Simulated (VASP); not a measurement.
# AlCo (CsCl type) (Pm-3m) in VASP: a series of runs

Runs on AlCo (CsCl type). Level: PBE. Tasks: single point.

Program: VASP 6.6.1. These are calculated values, not measurements. Logs are shortened: lines on timing, memory, paths and dates and some standing lists are left out, and cuts for length are marked.

### 1 The cell of the first run

Symmetry: Pm-3m, No. 221, cubic system. The conventional cell has a = 2.853 Å, b = 2.853 Å, c = 2.853 Å, α = 90.00°, β = 90.00°, γ = 90.00°. Co (site symmetry m-3m) has 8 Al at 2.47 Å and 6 Co at 2.85 Å within 3.3 Å. Al (site symmetry m-3m) has 8 Co at 2.47 Å and 6 Al at 2.85 Å within 3.3 Å.

### 2 Single point, PBE

File INCAR:

```
SYSTEM = AlCo
PREC = Accurate ; ENCUT = 520
EDIFF = 1E-6 ; ISMEAR = -1
SIGMA = 0.1 ; LREAL = .FALSE.
LASPH = .TRUE. ; NELM = 60
ALGO = Normal ; ISIF = 2
LWAVE = .FALSE. ; LCHARG = .TRUE.
GGA = PE ; LELF = .TRUE.
LVHAR = .TRUE. ; NBANDS = 20
```

File KPOINTS:

```
Automatic mesh
0
G
  13 9 9
  0 0 0
```

File POSCAR:

```
AlCo
1.0
    0.0000000000      0.0000000000      2.8528193276
    2.8528193276     -2.8528193276      0.0000000000
    2.8528193276      2.8528193276      0.0000000000
Co Al
2 2
Direct
    0.0000000000      0.0000000000      0.0000000000
    0.0000000000      0.5000000000      0.5000000000
    0.5000000000      0.5000000000      0.0000000000
    0.5000000000      0.0000000000      0.5000000000
```

Potentials or basis: VASP PAW PBE potentials, release 64 (Co, Al).

Started as:

```bash
> cat potpaw_PBE.64/Co/POTCAR potpaw_PBE.64/Al/POTCAR > POTCAR
> mpirun -np 1 vasp_std > vasp.out
```

OUTCAR:

```text
SYSTEM = AlCo
   PREC = Accurate
   ENCUT = 520
   EDIFF = 1E-6
   ISMEAR = -1
   LREAL = .FALSE.
   LASPH = .TRUE.
   NELM = 60
   ISIF = 2
   GGA = PE

 ion  position               nearest neighbor table
   1  0.000  0.000  0.000-   3 2.47   4 2.47   4 2.47   3 2.47   3 2.47   4 2.47   4 2.47   3 2.47
                             2 2.85   2 2.85   2 2.85   2 2.85
   2  0.000  0.500  0.500-   3 2.47   4 2.47   3 2.47   4 2.47   3 2.47   4 2.47   3 2.47   4 2.47
                             1 2.85   1 2.85   1 2.85   1 2.85
   3  0.500  0.500  0.000-   1 2.47   2 2.47   2 2.47   1 2.47   1 2.47   2 2.47   2 2.47   1 2.47
                             4 2.85   4 2.85   4 2.85   4 2.85
   4  0.500  0.000  0.500-   1 2.47   2 2.47   1 2.47   2 2.47   1 2.47   2 2.47   1 2.47   2 2.47
                             3 2.85   3 2.85   3 2.85   3 2.85

  LATTYP: Found a simple tetragonal cell.
 ALAT       =     4.0344957841
 C/A-ratio  =     0.7071067812

  Lattice vectors:

 A1 = (   2.8528193276,  -2.8528193276,   0.0000000000)
 A2 = (   2.8528193276,   2.8528193276,   0.0000000000)
 A3 = (   0.0000000000,   0.0000000000,   2.8528193276)

Analysis of symmetry for initial positions (statically):
=====================================================================
 Subroutine PRICEL returns following result:

  LATTYP: Found a simple cubic cell.
 ALAT       =     2.8528193276

  Lattice vectors:

 A1 = (   0.0000000000,   0.0000000000,   2.8528193276)
 A2 = (   0.0000000000,  -2.8528193276,   0.0000000000)
 A3 = (   2.8528193276,   0.0000000000,   0.0000000000)

   2 primitive cells build up your supercell.

 Routine SETGRP: Setting up the symmetry group for a
 simple tetragonal supercell.

 Subroutine GETGRP returns: Found 16 space group operations
 (whereof 16 operations were pure point group operations)
 out of a pool of 16 trial point group operations.

The static configuration has the point symmetry D_4h.

Analysis of symmetry for dynamics (positions and initial velocities):
=====================================================================
 Subroutine PRICEL returns following result:

  LATTYP: Found a simple cubic cell.
 ALAT       =     2.8528193276

  Lattice vectors:

 A1 = (   0.0000000000,   0.0000000000,   2.8528193276)
 A2 = (   0.0000000000,  -2.8528193276,   0.0000000000)
 A3 = (   2.8528193276,   0.0000000000,   0.0000000000)

   2 primitive cells build up your supercell.

 Routine SETGRP: Setting up the symmetry group for a
 simple tetragonal supercell.

 Subroutine GETGRP returns: Found 16 space group operations
 (whereof 16 operations were pure point group operations)
 out of a pool of 16 trial point group operations.

The dynamic configuration has the point symmetry D_4h.

 Subroutine INISYM returns: Found 16 space group operations
 (whereof 16 operations are pure point group operations),
 and found     2 'primitive' translations

----------------------------------------------------------------------------------------

                                     Primitive cell

  volume of cell :      23.2179

  direct lattice vectors                    reciprocal lattice vectors
     0.000000000  0.000000000  2.852819328     0.000000000  0.000000000  0.350530435
     0.000000000 -2.852819328  0.000000000     0.000000000 -0.350530435  0.000000000
     2.852819328  0.000000000  0.000000000     0.350530435  0.000000000  0.000000000

  length of vectors
     2.852819328  2.852819328  2.852819328     0.350530435  0.350530435  0.350530435

  position of ions in fractional coordinates (direct lattice)
     0.000000000  0.000000000  0.000000000
     0.500000000  0.500000000  0.500000000

  ion indices of the primitive-cell ions
   primitive index   ion index
                 1           1
                 2           3

----------------------------------------------------------------------------------------

 KPOINTS: Automatic mesh

Automatic generation of k-mesh.
 Grid dimensions read from file:
 generate k-points for:   13    9    9

 Generating k-lattice:

  Cartesian coordinates                     Fractional coordinates (reciprocal lattice)
     0.000000000  0.000000000  0.026963880     0.076923077  0.000000000  0.000000000
     0.019473913 -0.019473913  0.000000000     0.000000000  0.111111111  0.000000000
     0.019473913  0.019473913  0.000000000     0.000000000  0.000000000  0.111111111

  Length of vectors
     0.026963880  0.027540272  0.027540272

  Shift w.r.t. Gamma in fractional coordinates (k-lattice)
     0.000000000  0.000000000  0.000000000

 Subroutine IBZKPT returns following result:
 ===========================================

 Found    105 irreducible k-points:

 Following reciprocal coordinates:
            Coordinates               Weight
  0.000000  0.000000  0.000000      1.000000
  0.076923  0.000000  0.000000      2.000000
  0.153846  0.000000  0.000000      2.000000
  0.230769  0.000000  0.000000      2.000000
  0.307692  0.000000  0.000000      2.000000
  0.384615  0.000000  0.000000      2.000000
[... 16 lines left out ...]
  0.076923  0.333333  0.000000      8.000000
  0.153846  0.333333  0.000000      8.000000
 [... further k-points ...]
   k-points           NKPTS =    105   k-points in BZ     NKDIM =    105   number of bands    NBANDS=     20
   number of dos      NEDOS =    301   number of ions     NIONS =      4
   total plane-waves  NPLWV =  21600
   dimension x,y,z NGX =    24 NGY =   30 NGZ =   30
   dimension x,y,z NGXF=    48 NGYF=   60 NGZF=   60
   ions per type =               2   2
   NGX,Y,Z   is equivalent  to a cutoff of  13.99, 12.36, 12.36 a.u.
   NGXF,Y,Z  is equivalent  to a cutoff of  27.97, 24.72, 24.72 a.u.
 SYSTEM =  AlCo
   PREC   = accura    normal or accurate (medium, high low for compatibility)
   ISTART =      0    job   : 0-new  1-cont  2-samecut
   ICHARG =      2    charge: 1-file 2-atom 10-const
   ISPIN  =      1    spin polarized calculation?
   LNONCOLLINEAR =      F non collinear calculations
   LSORBIT =      F    spin-orbit coupling
   LASPH  =      T    aspherical Exc in radial PAW
   ENCUT  =  520.0 eV  38.22 Ry    6.18 a.u.   5.30  7.50  7.50*2*pi/ulx,y,z
   NELM   =     60;   NELMIN=  2; NELMDL= -5     # of ELM steps
   EDIFF  = 0.1E-05   stopping-criterion for ELM
   LREAL  =      F    real-space projection
   EDIFFG = 0.1E-04   stopping-criterion for IOM
   NSW    =      0    number of steps for IOM
   IBRION =     -1    ionic relax: 0-MD 1-quasi-New 2-CG
   NFREE  =      0    steps in history (QN), initial steepest desc. (CG)
   ISIF   =      2    stress and relaxation
   ISYM   =      2    0-nonsym 1-usesym 2-fastsym
   POTIM  = 0.5000    time-step for ionic-motion
   TEBEG  =    0.0;   TEEND  =   0.0 temperature during run
   PSTRESS=    0.0 pullay stress
   NELECT =      24.0000    total number of electrons
   NUPDOWN=      -1.0000    fix difference up-down
   EMIN   =  10.00;   EMAX   =-10.00  energy-range for DOS
   EFERMI =   0.00;   METHOD = LEGACY
   ISMEAR =    -1;   SIGMA  =   0.10  broadening in eV -4-tet -1-fermi 0-gaus
   EFERMI_NEDOS =   21; number of points for ismear=-14 and -15
   IALGO  =     38    algorithm
   IMIX   =      4    mixing-type and parameters
     AMIX     =   0.40;   BMIX     =  1.00
     AMIX_MAG =   1.60;   BMIX_MAG =  1.00
  volume/ion in A,a.u.               =      11.61        78.34
  Fermi-wavevector in a.u.,A,eV,Ry     =   1.313795  2.482713 23.484440  1.726058
  Thomas-Fermi vector in A             =   2.444093
   LORBIT       =      0    0 simple, 1 ext, 2 COOP (PROOUT), +10 PAW based schemes
   GGA     = PE    functional components
   LHFCALC =     F    Hartree Fock is set to
   AEXX    =    0.0000 exact exchange contribution
   IVDW    =     0    specifies the selected vdW correction
   LEPSILON=     F    determine dielectric tensor
   LRPA    =     F    only Hartree local field effects (RPA)
 non-spin polarized calculation
  energy-cutoff  :      520.00
  volume of cell :       46.44
 maximum number of plane-waves:      1275
 NGX is ok and might be reduce to    24
   NGX = 11   NGY = 15   NGZ = 15

 number of electron      23.9999995 magnetization

 Free energy of the ion-electron system (eV)
  ---------------------------------------------------
  ext. energy  EPLUGINS =         0.00000000
  ---------------------------------------------------
  free energy    TOTEN  =       -24.00633579 eV

  energy without entropy =      -23.94802899  energy(sigma->0) =      -23.97718239

 E-fermi :  10.4851     XC(G=0): -12.2507

 val. band max:       10.4824307728   @ k =   0.0769   0.1111   0.1111
 cond. band min:      10.5081480267   @ k =   0.4615   0.4444   0.3333
 fundamental gap:      0.0257172538
 Fermi energy:        10.4851014558

 k-point     1 :       0.0000    0.0000    0.0000
  band No.  band energies     occupation
      1      -0.5193      2.00000
      2       5.2957      2.00000
      3       7.4917      2.00000
      4       7.5885      2.00000
      5       7.5895      2.00000
      6       7.8631      2.00000
[... 12 lines left out ...]
     19      19.2568      0.00000
     20      19.2570      0.00000

 k-point     2 :       0.0769    0.0000    0.0000
  band No.  band energies     occupation
      1      -0.4074      2.00000
      2       5.3581      2.00000
      3       7.5779      2.00000
      4       7.6090      2.00000
      5       7.6195      2.00000
      6       7.6951      2.00000
[... 12 lines left out ...]
     19      19.2429      0.00000
     20      20.2066      0.00000
[... 465 lines left out ...]
      3       7.0016      2.00000
      4       7.6375      2.00000
      5       7.6898      2.00000
      6       7.7125      2.00000
[... 12 lines left out ...]
     19      19.8292      0.00000
     20      21.5016      0.00000

 k-point    24 :       0.1538    0.3333    0.0000
  band No.  band energies     occupation
      1       0.9429      2.00000
      2       3.6748      2.00000
      3       7.1671      2.00000
      4       7.5750      2.00000
      5       7.7136      2.00000
      6       7.7358      2.00000
[... 12 lines left out ...]
     19      17.9851      0.00000
     20      22.7784      0.00000

 [... further k-points ...]

------------------------ aborting loop because EDIFF is reached ----------------------------------------

  FORCE on cell =-STRESS in cart. coord.  units (eV):
  Direction    XX          YY          ZZ          XY          YZ          ZX
  --------------------------------------------------------------------------------------
  -------------------------------------------------------------------------------------
  Total       -0.0104780     -0.0104780      0.0067135      0.0000000      0.0000000     -0.0000000
  in kB       -0.3615248     -0.3615248      0.2316360      0.0000000      0.0000000     -0.0000000
  external PRESSURE =      -0.1638045 kB  Pullay stress =       0.0000000 kB

 VOLUME and BASIS-vectors are now :
 -----------------------------------------------------------------------------
  energy-cutoff  :      520.00
  volume of cell :       46.44
      direct lattice vectors                 reciprocal lattice vectors
     0.000000000  0.000000000  2.852819328     0.000000000  0.000000000  0.350530435
     2.852819328 -2.852819328  0.000000000     0.175265218 -0.175265218  0.000000000
     2.852819328  2.852819328  0.000000000     0.175265218  0.175265218  0.000000000

 POSITION                                       TOTAL-FORCE (eV/Angst)
 -----------------------------------------------------------------------------------
      0.00000      0.00000      0.00000         0.000000      0.000000      0.000000
      2.85282      0.00000      0.00000         0.000000      0.000000     -0.000000
      1.42641     -1.42641      1.42641         0.000000      0.000000     -0.000000
      1.42641      1.42641      1.42641        -0.000000     -0.000000     -0.000000
 -----------------------------------------------------------------------------------
    total drift:                                0.000000      0.000000      0.000000

  FREE ENERGIE OF THE ION-ELECTRON SYSTEM (eV)
  ---------------------------------------------------
  free  energy   TOTEN  =       -24.0063357924 eV

  energy  without entropy=      -23.9480289925  energy(sigma->0) =      -23.97718239
```

Run time: 44 s. Hardware: 1 thread of Intel Xeon Platinum 8488C (Sapphire Rapids), shared host; peak memory 0.21 GiB.

What came out:

```yaml
Free_energy: -24.0063 eV
Pressure: 0.0 GPa
Band_gap_on_the_k_mesh: zero (bands 12 and 13 overlap by 1.01 eV)
```

Caveat: the run has no spin polarisation, though such a crystal can be magnetic.

### 3 Single point, PBE

File INCAR:

```
ALGO = Normal
EDIFF = 1E-7
ENCUT = 520
GGA = PE
ISIF = 2
ISMEAR = -1
LASPH = True
LCHARG = True
LELF = True
LREAL = False
LVHAR = True
LWAVE = False
NBANDS = 20
NELM = 80
PREC = Accurate
SIGMA = 0.1
```

File KPOINTS:

```
k-points
0
Gamma
  13 9 9
```

POSCAR is that of step 2.

Potentials or basis: VASP PAW PBE potentials, release 64 (Co, Al).

Started as:

```bash
> cat potpaw_PBE.64/Co/POTCAR potpaw_PBE.64/Al/POTCAR > POTCAR
> mpirun -np 1 vasp_std > vasp.out
```

Wall time 50 s (1 thread of Intel Xeon Platinum 8488C (Sapphire Rapids), shared host); peak memory 0.22 GiB.

It converged, with:

```
Free energy            : -24.0063 eV
Pressure               : -0.1 GPa
Band gap on the k mesh : zero (bands 12 and 13 overlap by 1.01 eV)
```

Levels at points of the mesh, in eV from the Fermi level:
| k point | band 10 | band 11 | band 12 | band 13 | band 14 | band 15 |
| --- | --- | --- | --- | --- | --- | --- |
| (0.00, 0.00, 0.00) | -0.79 | -0.79 | -0.79 | -0.19 | 2.46 | 3.48 |

Caveat: the run has no spin polarisation, though such a crystal can be magnetic. Spin polarisation is off, so any magnetic state and its effect on volume and gap are missing.
